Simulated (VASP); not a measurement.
A run of VASP 6.6.1 is set up as follows.

Contents of INCAR:

```
PREC = Accurate
ENCUT = 520
EDIFF = 1E-6
ISMEAR = 0
SIGMA = 0.05
LREAL = Auto
LASPH = T
NELM = 150
ALGO = Normal
ISIF = 2
LWAVE = F
LCHARG = F
ISPIN = 2
MAGMOM = 0 0 0 0 0 0 0 0 0 0 0 0 0 0 0 0 0 0 0
LORBIT = 11
GGA = PE
NBANDS = 56
```

Contents of KPOINTS:

```
Automatic mesh
0
Gamma
  2 2 1
```

Contents of POSCAR:

```
LiC18
1.0
    7.3980000000      0.0000000000      0.0000000000
   -3.6990000000      6.4068560000      0.0000000000
    0.0000000000      0.0000000000     12.0000000000
C Li
18 1
Direct
   -0.0106209802     -0.0049367428      0.0847338333
    0.2111819960      0.1067673442      0.0839936667
   -0.0104859139      0.3282241711      0.0850643333
    0.2113250744      0.4385949989      0.0852560833
   -0.0118648342      0.6609734946      0.0833034167
    0.2102202060      0.7720373300      0.0807315833
    0.3221746006     -0.0043834293      0.0821098333
    0.5453921346      0.1068058967      0.0857180000
    0.3230071070      0.3285275961      0.0851820833
    0.5452275813      0.4395560006      0.0852555833
    0.3223533371      0.6608161632      0.0844646667
    0.5454366436      0.7725058906      0.0868047500
    0.6568841038     -0.0046570424      0.0870174167
    0.8789491177      0.1064064808      0.0860997500
    0.6565137754      0.3290145744      0.0857414167
    0.8782640052      0.4391917034      0.0849389167
    0.6564552554      0.6614033467      0.0861525833
    0.8782095278      0.7728394395      0.0847154167
    1.3711367091      0.8689814474      0.2302160833
```

Potentials or basis: VASP PAW PBE potentials, release 64 (C, Li_sv).

Command:

```console
$ cat potpaw_PBE.64/C/POTCAR potpaw_PBE.64/Li_sv/POTCAR > POTCAR
$ mpirun -np 1 vasp_std > vasp.out
```

Predict the largest force.

0.441 eV/Å.

Estimate the net moment.

0.00 μB per cell.

Forces on the atoms (eV/Å):
```
C   -0.019 -0.012  0.000
C   -0.025  0.000 -0.004
C   -0.035  0.003  0.010
C   -0.028 -0.007  0.000
C   -0.026 -0.010 -0.010
C   -0.024 -0.011 -0.008
C   -0.027  0.002 -0.014
C   -0.026 -0.002  0.003
C   -0.013 -0.003 -0.001
C   -0.028 -0.015  0.019
C   -0.021 -0.010 -0.015
C   -0.026 -0.002  0.019
C   -0.030 -0.005  0.026
C   -0.021  0.001  0.026
C   -0.022  0.005  0.015
C   -0.022 -0.013 -0.007
C   -0.013 -0.015  0.015
C   -0.019 -0.004 -0.007
Li   0.424  0.099 -0.069
```

Caveat: the k points lie up to 0.49 Å⁻¹ apart; there is no dipole correction, which matters where the two faces differ; no moment was typed at the start, so none could form.
